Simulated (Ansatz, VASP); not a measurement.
SrO in VASP and in Ansatz

Contents of INCAR:

```
SYSTEM = SrO
ALGO     = Normal         ! electronic algorithm
EDIFF    = 1E-6           ! SCF threshold, eV
ENCUT    = 520            ! plane-wave cutoff, eV
GGA      = PE             ! functional
ISIF     = 2              ! what is computed and relaxed
ISMEAR   = -1             ! smearing method
LASPH    = .TRUE.         ! aspherical terms in the spheres
LCHARG   = .FALSE.        ! write CHGCAR
LREAL    = .FALSE.        ! projectors in reciprocal space
LWAVE    = .FALSE.        ! write WAVECAR
NBANDS   = 24             ! bands
NELM     = 100            ! most SCF steps
PREC     = Accurate       ! precision mode
SIGMA    = 0.05           ! smearing width, eV
```

KPOINTS

```
k-points
0
G
  7 7 5
  0 0 0
```

POSCAR

```
SrO
1.0
    4.2176826110      0.0000000000      0.0000000000
   -2.1088413055      3.6526202862      0.0000000000
    0.0000000000      0.0000000000      5.0859162459
Sr O
2 2
Direct
    0.6666666667      0.3333333333      0.4381277000
    0.3333333333      0.6666666667      0.9381277000
    0.6666666667      0.3333333333      0.9368723000
    0.3333333333      0.6666666667      0.4368723000
```

The input input.yaml:

```yaml
crystal:
  lattice:
    - [4.217682611, 0.0, 0.0]
    - [-2.1088413055, 3.6526202862, 0.0]
    - [0.0, 0.0, 5.0859162459]
  atoms:
    - { symbol: Sr, position: [0.6666666667, 0.3333333333, 0.4381277] }
    - { symbol: Sr, position: [0.3333333333, 0.6666666667, 0.9381277] }
    - { symbol: O, position: [0.6666666667, 0.3333333333, 0.9368723] }
    - { symbol: O, position: [0.3333333333, 0.6666666667, 0.4368723] }
hamiltonian:
  xc: pbe
  pseudopotentials: { kind: paw }
kpoints:
  mp_grid: { grid: [7, 7, 5] }
scf:
  occupations: { method: fermi_dirac, width: 0.05 }
output:
  forces: true
  stress: true
  eigenvalues: true
```

Alike in both runs: task single point; functional PBE; k mesh 7 × 7 × 5; occupations fermi-dirac, width 0.05 eV; no spin polarisation.

|  | VASP | Ansatz |
| --- | --- | --- |
| version | VASP 6.6.1 | Ansatz 0.2.0 |
| potentials or method | VASP PAW PBE potentials, release 64 (Sr_sv, O) | Ansatz PAW |
| plane-wave cutoff (eV) | 520 | 420 |
| valence electrons in the cell | 32 | 32 |

VASP gave:

- gap on the k mesh at the Fermi level (eV): 2.76
- least direct gap on the mesh (eV): 2.76
- pressure (GPa): 4.7
- traceless stress, the component that is largest in VASP (GPa): 0.46
- rms of the force components (eV/Å): 0.010

**Question.** What did Ansatz give for the same quantities?

**Answer.** gap on the k mesh at the Fermi level (eV): 2.78; least direct gap on the mesh (eV): 2.78; pressure (GPa): 4.1; traceless stress, the component that is largest in VASP (GPa): 0.45; rms of the force components (eV/Å): 0.009.

Atom by atom the forces differ by 0.001 eV/Å (rms over components).

Noted on Ansatz's run: odd divisions of the mesh miss points on the zone boundary, where band edges often lie, so the gap on the mesh can be too wide.
